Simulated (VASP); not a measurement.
Crystal: Sn3Te.

```
Sn Te
1.0
     4.86562    0.00000    0.00000
     0.00000    4.86562    0.00000
     0.00000    0.00000    4.86562
Sn Te
3 1
Direct
  0.50000 0.50000 0.00000
  0.50000 0.00000 0.50000
  0.00000 0.50000 0.50000
  0.00000 0.00000 0.00000
```

Base run:

```yaml
Program: VASP 6.6.1
Functional: PBE
Dispersion: D3(BJ)
Potentials_or_basis: VASP PAW PBE potentials, release 64 (Sn_d, Te)
Cutoff: 520 eV
k_mesh: 4 × 4 × 4
Occupations: gaussian, width 0.1 eV
Spin: no spin polarisation
```

Its results: band gap on the k mesh zero (band 24 reaches 10.50 eV, above the bottom of band 25 at 7.30 eV); pressure -2.3 GPa.

**Question.** The run is repeated on the same cell with these changes: dispersion from D3(BJ) to none; occupations from gaussian, width 0.1 eV to methfessel-paxton, width 0.0066 eV. What comes out?

**Answer.** Band gap on the k mesh zero (band 24 reaches 10.49 eV, above the bottom of band 25 at 7.29 eV); pressure -0.2 GPa.

Caveats: spin-orbit coupling is left out, which moves the levels of the heavy elements; pairwise dispersion overbinds metals, which lowers pressure and volume (some runs).
